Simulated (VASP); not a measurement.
Au, 1 atom in the cell. The structure is cubic, space group Im-3m (No. 229). The conventional cell has a = 2.806 Å, b = 2.806 Å, c = 2.806 Å, α = 90.00°, β = 90.00°, γ = 90.00°. Au (site symmetry m-3m) has 14 Au at 2.43 to 2.81 Å within 3.2 Å. 

```yaml
Program: VASP 6.6.1
Task: relaxation of cell and atoms
Functional: PBE
Potentials_or_basis: VASP PAW PBE potentials, release 64 (Au)
Cutoff: 600 eV
k_mesh: 19 × 19 × 19
Occupations: fermi-dirac, width 0.1 eV
Spin: no spin polarisation
Target_pressure: 270 GPa
Dipole_correction: no
Further_INCAR_settings: ALGO = Normal; EDIFF = 1e-07; IBRION = 2; EDIFFG = -0.005; NSW = 60; ISIF = 3
```

Potentials or basis: VASP PAW PBE potentials, release 64 (Au).

The run is started by

```console
$ cat potpaw_PBE.64/Au/POTCAR > POTCAR
$ mpirun -np 1 vasp_std > vasp.out
```

Hardware: 1 thread of Intel(R) Xeon(R) Platinum 8488C (Sapphire Rapids), with other jobs on the host.

Estimate the wall time of this run.

Wall time 25 s on 1 thread of Intel(R) Xeon(R) Platinum 8488C (Sapphire Rapids) (shared host), peak memory 0.16 GiB. Counts: scf iterations 25, k points 220, ion steps 3.
